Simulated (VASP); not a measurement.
**BaPt4I: single point with PBE**

BaPt4I:

```xyz
6
Lattice="7.5485 0.0000 0.0000 0.0000 7.5485 0.0000 0.0000 0.0000 2.9113" Properties=species:S:1:pos:R:3 pbc="T T T"
Ba    3.7742    3.7742    1.4557
Pt    2.5506    0.0000    1.4557
Pt    4.9979    0.0000    1.4557
Pt    0.0000    4.9979    1.4557
Pt    0.0000    2.5506    1.4557
I     0.0000    0.0000    1.4557
```

```yaml
Program: VASP 6.6.1
Task: single point
Functional: PBE
Potentials_or_basis: VASP PAW PBE potentials, release 64 (Ba_sv, Pt, I)
Cutoff: 520 eV
k_mesh: 3 × 3 × 4
Occupations: gaussian, width 0.2 eV
Spin: no spin polarisation
```

The pressure is 0.0 GPa and the largest force is 0.028 eV/Å.

Forces on the atoms (eV/Å):
```
Ba   0.000  0.000  0.000
Pt   0.028  0.000  0.000
Pt  -0.028  0.000  0.000
Pt   0.000 -0.028  0.000
Pt   0.000  0.028  0.000
I    0.000  0.000  0.000
```

Stress tensor (GPa, compression positive):
```
-0.20  0.00  0.00
 0.00 -0.20  0.00
 0.00  0.00  0.33
```

Levels at points of the mesh, in eV from the Fermi level:
| k point | band 25 | band 26 | band 27 | band 28 | band 29 | band 30 | band 31 | band 32 | band 33 | band 34 |
| --- | --- | --- | --- | --- | --- | --- | --- | --- | --- | --- |
| (0.00, 0.00, 0.00) | -0.27 | -0.26 | -0.15 | -0.15 | -0.11 | 0.27 | 1.27 | 2.22 | 2.74 | 2.74 |
| (0.00, 0.00, 0.50) | -0.73 | -0.12 | 0.12 | 0.12 | 2.06 | 2.06 | 2.10 | 2.84 | 2.87 | 3.03 |

Wall time 58 s on 1 thread of Intel(R) Xeon(R) Platinum 8259CL CPU @ 2.50GHz (Skylake/Cascade Lake) (shared host), peak memory 0.28 GiB.

Caveat: the k points lie up to 0.54 Å⁻¹ apart; spin-orbit coupling is left out, which moves the levels of the heavy elements; an odd number of electrons without spin polarisation forces a metal; a magnetic or distorted state may lie lower.
